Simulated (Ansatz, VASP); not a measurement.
# HfSi7: VASP beside Ansatz

```
Hf Si
1.0
     5.59337    0.00000    0.00000
     0.00000    5.59337    0.00000
     0.00000    0.00000    5.59337
Hf Si
1 7
Direct
  0.00000 0.00000 0.00000
  0.26502 0.26502 0.26502
  0.00000 0.50000 0.50000
  0.50000 0.50000 0.00000
  0.50000 0.00000 0.50000
  0.73498 0.26502 0.73498
  0.73498 0.73498 0.26502
  0.26502 0.73498 0.73498
```

Alike in both runs: task relaxation of cell and atoms; functional PBEsol; k mesh 6 × 6 × 6; occupations gaussian, width 0.1 eV; no spin polarisation.

|  | VASP | Ansatz |
| --- | --- | --- |
| version | VASP 6.6.1 | Ansatz 0.2.0 |
| potentials or method | VASP PAW PBE potentials, release 64 (Hf_pv, Si), cutoff 600 eV | scalar-relativistic, plane waves, PAW |
| valence electrons in the cell | 38 | 54 |

VASP gave:

```
gap on the k mesh at the Fermi level, each at its own relaxed structure (eV) : none
relaxed volume (Å³/atom)                                                     : 21.92
relaxed cell length with the largest relative difference (Å)                 : 5.598
```

Problem. What did Ansatz give for the same quantities?

Solution. gap on the k mesh at the Fermi level, each at its own relaxed structure (eV): none; relaxed volume (Å³/atom): 21.90; relaxed cell length with the largest relative difference (Å): 5.595.

VASP's potentials were made for PBE, not for PBEsol. A gap of «none» marks a metal or a gap that the smearing closes. VASP's potentials hold 38 valence electrons a cell and Ansatz's 54, so a difference there can come from the potentials and not from the codes.

Spin-orbit coupling is off throughout.
